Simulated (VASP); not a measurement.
A run of VASP 6.6.1 is set up as follows.

File INCAR:

```
SYSTEM = Mo2Ru3
PREC     = Accurate       ! precision mode
ENCUT    = 520            ! plane-wave cutoff, eV
EDIFF    = 1E-7           ! SCF threshold, eV
ISMEAR   = 0              ! smearing method
SIGMA    = 0.1            ! smearing width, eV
LREAL    = .False.        ! projectors in reciprocal space
LASPH    = .True.         ! aspherical terms in the spheres
NELM     = 150            ! most SCF steps
ALGO     = Normal         ! electronic algorithm
ISIF     = 2              ! what is computed and relaxed
LWAVE    = .False.        ! write WAVECAR
LCHARG   = .True.         ! write CHGCAR
ISPIN    = 2              ! spin polarisation
MAGMOM   = 1 1 1 1 1 1 1 1 1 1 ! initial moments
LORBIT   = 11             ! projections on sites
LMAXMIX  = 4              ! l up to which the mixer works
GGA      = PE             ! functional
LELF     = .True.         ! ELF
LVHAR    = .True.       
NBANDS   = 85             ! bands
```

KPOINTS

```
Automatic mesh
0
Gamma
  6 6 1
  0 0 0
```

Contents of POSCAR:

```
Mo2Ru3
1.0
    2.7600797388      0.0000000000      0.0000000000
   -1.3800398694      2.3902991702      0.0000000000
    0.0000000000      0.0000000000     22.1105666909
Mo Ru
4 6
Direct
    0.3333333333      0.6666666667      0.6481245784
    0.3333333333      0.6666666667      0.8518754216
    0.6666666667      0.3333333333      0.1481245784
    0.6666666667      0.3333333333      0.3518754216
    0.3333333333      0.6666666667      0.0506622963
    0.3333333333      0.6666666667      0.2500000000
    0.3333333333      0.6666666667      0.4493377037
    0.6666666667      0.3333333333      0.7500000000
    0.6666666667      0.3333333333      0.9493377037
    0.6666666667      0.3333333333      0.5506622963
```

Potentials or basis: VASP PAW PBE potentials, release 64 (Mo_sv, Ru_pv).

The run is started by

```sh
$ cat potpaw_PBE.64/Mo_sv/POTCAR potpaw_PBE.64/Ru_pv/POTCAR > POTCAR
$ mpirun -np 1 vasp_std > vasp.out
```

Predict the band gap on the k mesh.

zero (filled and empty bands overlap).

Predict the pressure.

0.3 GPa.

Forces on the atoms (eV/Å):
```
Mo   0.000  0.000  0.014
Mo   0.000  0.000 -0.014
Mo   0.000  0.000  0.014
Mo   0.000  0.000 -0.014
Ru   0.000  0.000 -0.027
Ru   0.000  0.000  0.000
Ru   0.000  0.000  0.027
Ru   0.000  0.000  0.000
Ru   0.000  0.000  0.027
Ru   0.000  0.000 -0.027
```

Caveat: the k points lie up to 0.44 Å⁻¹ apart, too coarse for converged energies and pressures of a metal.
